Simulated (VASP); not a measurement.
HPb4: single point with PBE

HPb4:

```
CELL_PARAMETERS angstrom
5.09041 0.00000 0.00000
0.00000 5.09041 0.00000
0.00000 0.00000 5.09041
ATOMIC_POSITIONS crystal
H 0.50000 0.50000 0.50000
Pb 0.00000 0.00000 0.00000
Pb 0.50000 0.50000 0.00000
Pb 0.50000 0.00000 0.50000
Pb 0.00000 0.50000 0.50000
```

- Program: VASP 6.6.1
- Task: single point
- Functional: PBE
- Potentials or basis: VASP PAW PBE potentials, release 64 (H, Pb_d)
- Cutoff: 520 eV
- k mesh: 8 × 8 × 8
- Occupations: gaussian, width 0.1 eV
- Spin: no spin polarisation
- Dipole correction: no
- Further INCAR settings: ALGO = Normal; EDIFF = 1e-06; NBANDS = 36

The pressure is -0.1 GPa.

Levels at points of the mesh, in eV from the Fermi level:
```tsv
k point	band 25	band 26	band 27	band 28	band 29	band 30	band 31	band 32
(0.00, 0.00, 0.00)	-3.19	-3.19	-3.19	-1.26	1.59	1.59	1.59	1.80
(0.50, 0.00, 0.00)	-2.90	-1.55	-1.55	-1.35	-1.35	0.19	1.44	1.70
(0.50, 0.50, 0.00)	-3.84	-1.24	-1.23	-1.23	-0.03	0.30	0.30	0.35
(0.50, 0.50, 0.50)	-6.41	-3.95	-3.95	-3.95	3.30	4.85	4.85	4.98
```

Run time: 3.8 min on 1 thread of Intel(R) Xeon(R) Platinum 8259CL CPU @ 2.50GHz (Skylake/Cascade Lake), with other jobs on the host, peak memory 0.3 GiB.

Caveat: spin-orbit coupling is left out, which moves the levels of the heavy elements.
